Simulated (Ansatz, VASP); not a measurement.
**Cs3Cu in VASP and in Ansatz**

```
Cs Cu
1.0
    -3.18670    3.18670    6.48244
     3.18670   -3.18670    6.48244
     3.18670    3.18670   -6.48244
Cs Cu
3 1
Direct
  0.50000 0.50000 0.00000
  0.25000 0.75000 0.50000
  0.75000 0.25000 0.50000
  0.00000 0.00000 0.00000
```

Alike in both runs: functional PBE; k mesh 10 × 10 × 10; occupations gaussian, width 0.1 eV; no spin polarisation.

Ansatz relaxed the structure, and its values are those at the end. VASP's run is a single point on that final structure, the one shown.

|  | VASP | Ansatz |
| --- | --- | --- |
| version | VASP 6.6.1 | Ansatz 0.2.0 |
| potentials or method | VASP PAW PBE potentials, release 64 (Cs_sv, Cu), cutoff 520 eV | scalar-relativistic, plane waves, PAW |
| valence electrons in the cell | 38 | 46 |

```csv
,VASP,Ansatz,Ansatz less VASP
gap on the k mesh at the Fermi level (eV),none,none,-
pressure (GPa),0.0,0.0,0.00
```

A gap of «none» marks a metal or a gap that the smearing closes. VASP's potentials hold 38 valence electrons a cell and Ansatz's 46, so a difference there can come from the potentials and not from the codes.

Neither program's run includes spin-orbit coupling.
